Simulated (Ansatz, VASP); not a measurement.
**MnO: VASP beside Ansatz**

```
CELL_PARAMETERS angstrom
3.36042 0.00000 0.00000
-1.68021 2.91021 0.00000
0.00000 0.00000 5.36749
ATOMIC_POSITIONS crystal
Mn 0.33333 0.66667 0.01096
Mn 0.66667 0.33333 0.51096
O 0.33333 0.66667 0.37547
O 0.66667 0.33333 0.87547
```

Change from the starting cell: volume scaled by 0.99, crystal datasets.

Alike in both runs: task electric field gradients; functional PBEsol; k mesh 14 × 14 × 8; occupations fermi-dirac, width 0.05 eV; collinear spin.

|  | VASP | Ansatz |
| --- | --- | --- |
| version | VASP 6.6.1 | Ansatz 0.2.0 |
| potentials or method | VASP PAW PBE potentials, release 64 (Mn_pv, O), cutoff 520 eV | all-electron PAW with datasets made for the crystal, scalar-relativistic |

```tsv
	VASP	Ansatz	Ansatz less VASP
pressure (GPa)	2.5	2.1	-0.42
traceless stress, the component that is largest in VASP (GPa)	5.31	5.14	-0.178
rms of the force components (eV/Å)	0.368	0.354	-0.0134
net moment per atom (μB)	2.50	2.50	0.000
size of the moment on the site where the two differ most (μB)	4.39	3.82	-0.572
size of Vzz on the site where it differs most (V/Å²)	26.0	26.8	+0.77
```

VASP's potentials were made for PBE, not for PBEsol. Site moments also hang on the region over which each program counts them. Atom by atom the forces differ by 0.013 eV/Å (rms over components). Ansatz ran all-electron here, and VASP with PAW potentials. Ansatz's warnings: frozen core search ended.
